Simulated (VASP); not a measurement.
# CuO (Cc) in VASP: notebook

The runs below take CuO through single point, with LDA+U.

Everything below comes from runs of VASP 6.6.1. Logs are shortened: lines on timing, memory, paths and dates and some standing lists are left out, and cuts for length are marked.

**1. The cell of the first run**

The structure is monoclinic, space group Cc (No. 9). Conventional cell: a = 4.689 Å, b = 3.427 Å, c = 5.132 Å, α = 90.00°, β = 99.65°, γ = 90.00°. Cu (site symmetry 1) has 4 O at 1.91 to 2.02 Å within 2.5 Å. Within 2.5 Å of O (site symmetry 1) lie 4 Cu at 1.91 to 2.02 Å.

**2. Single point, LDA+U, collinear spin, ferromagnetic start**

INCAR reads:

```
ALGO     = Normal         # electronic algorithm
EDIFF    = 1E-6           # SCF threshold, eV
ENCUT    = 820            # plane-wave cutoff, eV
GGA_COMPAT= F            
ISIF     = 2              # what is computed and relaxed
ISMEAR   = 0              # smearing method
ISPIN    = 2              # spin polarisation
LASPH    = T              # aspherical terms in the spheres
LCHARG   = T              # write CHGCAR
LDAU     = T              # DFT+U
LDAUJ    = 0 0          
LDAUL    = 2 -1           # shell
LDAUPRINT= 1            
LDAUTYPE = 2            
LDAUU    = 8 0            # U, eV
LELF     = T              # ELF
LMAXMIX  = 4              # l up to which the mixer works
LORBIT   = 11             # projections on sites
LREAL    = F              # projectors in reciprocal space
LVHAR    = T            
LWAVE    = F              # write WAVECAR
MAGMOM   = 0.69 0.69 0.37 0.37 # initial moments
NBANDS   = 37             # bands
NELM     = 200            # most SCF steps
NUPDOWN  = 2.0            # fixed moment
PREC     = Accurate       # precision mode
SIGMA    = 0.05           # smearing width, eV
```

KPOINTS reads:

```
k-points
0
Gamma
  7 7 4
```

POSCAR reads:

```
CuO
1.0
    2.3446497600     -1.7133998200      0.0000000000
    2.3446497600      1.7133998200      0.0000000000
   -0.8605499100      0.0000000000      5.0594394800
Cu O
2 2
Direct
    0.0032000000      0.4968000000      0.0000000000
    0.4968000000      0.0032000000      0.5000000000
    0.5714000000      0.4056000000      0.2537000000
    0.4056000000      0.5714000000      0.7537000000
```

Potentials or basis: VASP PAW LDA potentials, release 64 (Cu_sv_GW, O).

The run is started by

```bash
$ cat potpaw_LDA.64/Cu_sv_GW/POTCAR potpaw_LDA.64/O/POTCAR > POTCAR
$ mpirun -np 1 vasp_std > vasp.out
```

OUTCAR:

```text
EDIFF = 1E-6
   ENCUT = 820
   ISIF = 2
   ISMEAR = 0
   ISPIN = 2
   LASPH = T
   LORBIT = 11
   LREAL = F
   NELM = 200
   NUPDOWN = 2.0
   PREC = Accurate

 ion  position               nearest neighbor table
   1  0.003  0.497  0.000-   4 1.91   3 1.93   4 1.98   3 2.02
   2  0.497  0.003  0.500-   3 1.91   4 1.93   3 1.98   4 2.02
   3  0.571  0.406  0.254-   2 1.91   1 1.93   2 1.98   1 2.02
   4  0.406  0.571  0.754-   1 1.91   2 1.93   1 1.98   2 2.02

  LATTYP: Found a base centered monoclinic cell.
 ALAT       =     4.6892995200
 B/A-ratio  =     0.7307700490
 C/A-ratio  =     1.0944283419
 COS(beta)  =    -0.1676798045

  Lattice vectors:

 A1 = (   2.3446497600,  -1.7133998200,   0.0000000000)
 A2 = (   2.3446497600,   1.7133998200,   0.0000000000)
 A3 = (  -0.8605499100,   0.0000000000,   5.0594394800)

Analysis of symmetry for initial positions (statically):
=====================================================================
 Subroutine PRICEL returns:
 Original cell was already a primitive cell.

 Routine SETGRP: Setting up the symmetry group for a
 base centered monoclinic supercell.

 Subroutine GETGRP returns: Found  2 space group operations
 (whereof  1 operations were pure point group operations)
 out of a pool of  4 trial point group operations.

The static configuration has the point symmetry C_1 .
 The point group associated with its full space group is C_1h.

Analysis of symmetry for dynamics (positions and initial velocities):
=====================================================================
 Subroutine PRICEL returns:
 Original cell was already a primitive cell.

 Routine SETGRP: Setting up the symmetry group for a
 base centered monoclinic supercell.

 Subroutine GETGRP returns: Found  2 space group operations
 (whereof  1 operations were pure point group operations)
 out of a pool of  4 trial point group operations.

The dynamic configuration has the point symmetry C_1 .
 The point group associated with its full space group is C_1h.

Analysis of structural, dynamic, and magnetic symmetry:
=====================================================================
 Subroutine PRICEL returns:
 Original cell was already a primitive cell.

 Routine SETGRP: Setting up the symmetry group for a
 base centered monoclinic supercell.

 Subroutine GETGRP returns: Found  2 space group operations
 (whereof  1 operations were pure point group operations)
 out of a pool of  4 trial point group operations.

The overall configuration has the point symmetry C_1 .
 The point group associated with its full space group is C_1h.

 Subroutine INISYM returns: Found  2 space group operations
 (whereof  1 operations are pure point group operations),
 and found     1 'primitive' translations

----------------------------------------------------------------------------------------

                                     Primitive cell

  volume of cell :      40.6508

  direct lattice vectors                    reciprocal lattice vectors
     2.344649760 -1.713399820  0.000000000     0.213251467 -0.291817470  0.036271514
[... 151 lines left out ...]

 occupancies and eigenvectors

  o =  0.2664  v =  0.0000  0.0000  0.0000  0.0000  0.0000  0.1064  0.5550 -0.0077 -0.7813  0.2650      0.0000  0.0000  0.0000  0.0000  0.0000  0.0000  0.0000  0.0000  0.0000  0.0000
  o =  0.9387  v =  0.0000  0.0000  0.0000  0.0000  0.0000  0.8566  0.1692 -0.4303  0.2108 -0.0892      0.0000  0.0000  0.0000  0.0000  0.0000  0.0000  0.0000  0.0000  0.0000  0.0000
  o =  0.9458  v =  0.8638  0.1751 -0.4231  0.1979 -0.0706  0.0000  0.0000  0.0000  0.0000  0.0000      0.0000  0.0000  0.0000  0.0000  0.0000  0.0000  0.0000  0.0000  0.0000  0.0000
  o =  0.9528  v =  0.0000  0.0000  0.0000  0.0000  0.0000 -0.0578 -0.1440 -0.1886 -0.4069 -0.8802      0.0000  0.0000  0.0000  0.0000  0.0000  0.0000  0.0000  0.0000  0.0000  0.0000
  o =  0.9535  v =  0.0000  0.0000  0.0000  0.0000  0.0000  0.1449 -0.7741 -0.2891 -0.4033  0.3655      0.0000  0.0000  0.0000  0.0000  0.0000  0.0000  0.0000  0.0000  0.0000  0.0000
  o =  0.9578  v = -0.0547  0.6285  0.3559  0.5780  0.3759  0.0000  0.0000  0.0000  0.0000  0.0000      0.0000  0.0000  0.0000  0.0000  0.0000  0.0000  0.0000  0.0000  0.0000  0.0000
  o =  0.9583  v = -0.1407  0.4633  0.0573  0.0153 -0.8729  0.0000  0.0000  0.0000  0.0000  0.0000      0.0000  0.0000  0.0000  0.0000  0.0000  0.0000  0.0000  0.0000  0.0000  0.0000
  o =  0.9600  v =  0.0000  0.0000  0.0000  0.0000  0.0000  0.4802 -0.2085  0.8340 -0.1303 -0.1159      0.0000  0.0000  0.0000  0.0000  0.0000  0.0000  0.0000  0.0000  0.0000  0.0000
  o =  0.9635  v =  0.4734 -0.2081  0.8313 -0.1530 -0.1349  0.0000  0.0000  0.0000  0.0000  0.0000      0.0000  0.0000  0.0000  0.0000  0.0000  0.0000  0.0000  0.0000  0.0000  0.0000
  o =  0.9985  v = -0.0833 -0.5624  0.0056  0.7766 -0.2711  0.0000  0.0000  0.0000  0.0000  0.0000      0.0000  0.0000  0.0000  0.0000  0.0000  0.0000  0.0000  0.0000  0.0000  0.0000

atom =   2  type =  1  l = 2

 onsite density matrix

spin component  1

  0.9504 -0.0005 -0.0066  0.0051 -0.0014
 -0.0005  0.9706  0.0002  0.0180 -0.0063
 -0.0066  0.0002  0.9596  0.0005 -0.0011
  0.0051  0.0180  0.0005  0.9820 -0.0083
 -0.0014 -0.0063 -0.0011 -0.0083  0.9612

spin component  2

  0.9364 -0.0433 -0.0086 -0.0540  0.0186
 -0.0433  0.7417 -0.0028 -0.2975  0.1007
 -0.0086 -0.0028  0.9552 -0.0035  0.0001
 -0.0540 -0.2975 -0.0035  0.5334  0.1424
  0.0186  0.1007  0.0001  0.1424  0.9047

 occupancies and eigenvectors

  o =  0.2664  v =  0.0000  0.0000  0.0000  0.0000  0.0000 -0.1064 -0.5550 -0.0077 -0.7813  0.2650      0.0000  0.0000  0.0000  0.0000  0.0000  0.0000  0.0000  0.0000  0.0000  0.0000
  o =  0.9387  v =  0.0000  0.0000  0.0000  0.0000  0.0000  0.8566  0.1692  0.4303 -0.2108  0.0892      0.0000  0.0000  0.0000  0.0000  0.0000  0.0000  0.0000  0.0000  0.0000  0.0000
  o =  0.9458  v =  0.8638  0.1751  0.4231 -0.1979  0.0706  0.0000  0.0000  0.0000  0.0000  0.0000      0.0000  0.0000  0.0000  0.0000  0.0000  0.0000  0.0000  0.0000  0.0000  0.0000
  o =  0.9528  v =  0.0000  0.0000  0.0000  0.0000  0.0000  0.0578  0.1440 -0.1886 -0.4069 -0.8802      0.0000  0.0000  0.0000  0.0000  0.0000  0.0000  0.0000  0.0000  0.0000  0.0000
  o =  0.9535  v =  0.0000  0.0000  0.0000  0.0000  0.0000  0.1449 -0.7741  0.2891  0.4033 -0.3655      0.0000  0.0000  0.0000  0.0000  0.0000  0.0000  0.0000  0.0000  0.0000  0.0000
  o =  0.9578  v =  0.0547 -0.6285  0.3559  0.5780  0.3759  0.0000  0.0000  0.0000  0.0000  0.0000      0.0000  0.0000  0.0000  0.0000  0.0000  0.0000  0.0000  0.0000  0.0000  0.0000
  o =  0.9583  v = -0.1407  0.4633 -0.0573 -0.0153  0.8729  0.0000  0.0000  0.0000  0.0000  0.0000      0.0000  0.0000  0.0000  0.0000  0.0000  0.0000  0.0000  0.0000  0.0000  0.0000
  o =  0.9600  v =  0.0000  0.0000  0.0000  0.0000  0.0000 -0.4802  0.2085  0.8340 -0.1303 -0.1159      0.0000  0.0000  0.0000  0.0000  0.0000  0.0000  0.0000  0.0000  0.0000  0.0000
  o =  0.9635  v = -0.4734  0.2081  0.8313 -0.1530 -0.1349  0.0000  0.0000  0.0000  0.0000  0.0000      0.0000  0.0000  0.0000  0.0000  0.0000  0.0000  0.0000  0.0000  0.0000  0.0000
  o =  0.9985  v =  0.0833  0.5624  0.0056  0.7766 -0.2711  0.0000  0.0000  0.0000  0.0000  0.0000      0.0000  0.0000  0.0000  0.0000  0.0000  0.0000  0.0000  0.0000  0.0000  0.0000

 number of electron      49.9999991 magnetization       2.0000003

 Free energy of the ion-electron system (eV)
  ---------------------------------------------------
  ext. energy  EPLUGINS =         0.00000000
  ---------------------------------------------------
  free energy    TOTEN  =       -17.52536885 eV

  energy without entropy =      -17.52536885  energy(sigma->0) =      -17.52536885

 E-fermi :   3.6927     XC(G=0): -12.7839

 val. band max:        4.8315820150   @ k =   0.4286   0.4286   0.0000
 cond. band min:       6.1923873809   @ k =   0.2857   0.1429   0.5000
 fundamental gap:      1.3608053659
 Fermi energy:         5.1708260942

 spin component 1

 k-point     1 :       0.0000    0.0000    0.0000
  band No.  band energies     occupation
      1    -106.4843      1.00000
      2    -106.4837      1.00000
      3     -64.8842      1.00000
      4     -64.8795      1.00000
      5     -64.8422      1.00000
      6     -64.8382      1.00000
[... 1913 lines left out ...]
     36      23.1728      0.00000
     37      25.0877      0.00000

 [... further k-points ...]

------------------------ aborting loop because EDIFF is reached ----------------------------------------

  FORCE on cell =-STRESS in cart. coord.  units (eV):
  Direction    XX          YY          ZZ          XY          YZ          ZX
  --------------------------------------------------------------------------------------
  -------------------------------------------------------------------------------------
  Total       -2.4269814     -1.9446103     -2.4291594      0.0000000      0.0000000      0.2436334
  in kB      -95.6550576    -76.6432779    -95.7408990      0.0000000      0.0000000      9.6023665
  external PRESSURE =     -89.3464115 kB  Pullay stress =       0.0000000 kB

 VOLUME and BASIS-vectors are now :
 -----------------------------------------------------------------------------
  energy-cutoff  :      820.00
  volume of cell :       40.65
      direct lattice vectors                 reciprocal lattice vectors
     2.344649760 -1.713399820  0.000000000     0.213251467 -0.291817470  0.036271514
     2.344649760  1.713399820  0.000000000     0.213251467  0.291817470  0.036271514
    -0.860549910  0.000000000  5.059439480     0.000000000  0.000000000  0.197650353

 POSITION                                       TOTAL-FORCE (eV/Angst)
 -----------------------------------------------------------------------------------
      1.17232      0.84573      0.00000        -0.655555      0.280295      0.274679
      0.74205     -0.84573      2.52972        -0.655555     -0.280295      0.274679
      2.07240     -0.28408      1.28358         0.655555      0.120749     -0.274679
      1.64213      0.28408      3.81330         0.655555     -0.120749     -0.274679
 -----------------------------------------------------------------------------------
    total drift:                               -0.000252      0.000000     -0.000928

  FREE ENERGIE OF THE ION-ELECTRON SYSTEM (eV)
  ---------------------------------------------------
  free  energy   TOTEN  =       -17.5253688477 eV

  energy  without entropy=      -17.5253688477  energy(sigma->0) =      -17.52536885

 total charge

# of ion       s       p       d       f       tot
--------------------------------------------------
    1        2.245   6.381   8.868   0.013  17.508
    2        2.245   6.381   8.868   0.013  17.508
    3        1.537   3.447   0.000   0.000   4.984
    4        1.537   3.447   0.000   0.000   4.984
--------------------------------------------------
tot          7.565  19.656  17.736   0.026  44.983

 magnetization (x)

# of ion       s       p       d       f       tot
--------------------------------------------------
    1        0.001   0.006   0.752   0.001   0.759
    2        0.001   0.006   0.752   0.001   0.759
    3        0.019   0.203   0.000   0.000   0.221
    4        0.019   0.203   0.000   0.000   0.221
--------------------------------------------------
tot          0.038   0.417   1.504   0.001   1.960
```

Run time: 5.6 min. Hardware: 1 thread of Intel Xeon Platinum 8488C (Sapphire Rapids), shared host; peak memory 0.36 GiB.

What came out:

```yaml
Free_energy: -17.5254 eV
Pressure: -8.9 GPa
Largest_force: 0.764 eV/Å
Net_moment: 2.00 μB per cell
Site_moments: Cu +0.76; O +0.22 μB
Valence_electrons_inside_the_program's_atomic_spheres: Cu 17.51; O 4.98
```

Forces on the atoms (eV/Å):
```
Cu  -0.656  0.280  0.275
Cu  -0.656 -0.280  0.275
O    0.656  0.121 -0.275
O    0.656 -0.121 -0.275
```

Eigenvalues of the final occupation matrices:
```csv
site,spin,trace,eigenvalues
site 1 d,1,4.82,0.95 0.96 0.96 0.96 1.00
site 1 d,2,4.07,0.27 0.94 0.95 0.95 0.96
site 2 d,1,4.82,0.95 0.96 0.96 0.96 1.00
site 2 d,2,4.07,0.27 0.94 0.95 0.95 0.96
```

Caveat: the cell stands under tension; the total moment is fixed, so each spin has its own Fermi level and the state may be an excited one. The state reached can hang on the start; a lower one may exist.

**3. Single point, LDA+U, collinear spin, ferromagnetic start**

INCAR reads:

```
SYSTEM = CuO
PREC = Accurate
ENCUT = 820
EDIFF = 1E-6
ISMEAR = 0
SIGMA = 0.05
LREAL = .FALSE.
LASPH = .TRUE.
NELM = 200
ALGO = Normal
ISIF = 2
LWAVE = .FALSE.
LCHARG = .FALSE.
ISPIN = 2
MAGMOM = 0.52 0.52 0.27 0.27
LORBIT = 11
NUPDOWN = 1.5
LMAXMIX = 4
LDAU = .TRUE.
LDAUTYPE = 2
LDAUL = 2 -1
LDAUU = 8 0
LDAUJ = 0 0
LDAUPRINT = 1
GGA = CA
NBANDS = 37
GGA_COMPAT = .FALSE.
```

KPOINTS reads:

```
regular mesh
0
G
  7 7 4
  0 0 0
```

POSCAR is that of step 2.

Potentials or basis: VASP PAW LDA potentials, release 64 (Cu_sv_GW, O).

The run is started by

```bash
$ cat potpaw_LDA.64/Cu_sv_GW/POTCAR potpaw_LDA.64/O/POTCAR > POTCAR
$ mpirun -np 1 vasp_std > vasp.out
```

It took 7 min on 1 thread of Intel Xeon Platinum 8259CL at 2.50GHz (Skylake/Cascade Lake), shared host; peak memory 0.37 GiB.

Results (log left out):

```
Free energy                                           : -17.1512 eV
Pressure                                              : -9.4 GPa
Largest force                                         : 0.736 eV/Å
Net moment                                            : 1.50 μB per cell
Site moments                                          : Cu +0.60; O +0.14 μB
Valence electrons inside the program's atomic spheres : Cu 17.55; O 4.96
```

Forces on the atoms (eV/Å):
```
Cu  -0.631  0.277  0.258
Cu  -0.631 -0.277  0.258
O    0.631  0.227 -0.258
O    0.631 -0.227 -0.258
```

Stress tensor (GPa, compression positive):
```
 -9.83   0.00   0.52
  0.00  -7.88   0.00
  0.52   0.00 -10.55
```

Eigenvalues of the final occupation matrices:
| site | spin | trace | eigenvalues |
| --- | --- | --- | --- |
| site 1 d | 1 | 4.78 | 0.94 0.95 0.96 0.96 0.97 |
| site 1 d | 2 | 4.18 | 0.39 0.94 0.95 0.95 0.96 |
| site 2 d | 1 | 4.78 | 0.94 0.95 0.96 0.96 0.97 |
| site 2 d | 2 | 4.18 | 0.39 0.94 0.95 0.95 0.96 |

Caveat: the cell stands under tension; the total moment is fixed, so each spin has its own Fermi level and the state may be an excited one. The state reached can hang on the start; a lower one may exist.
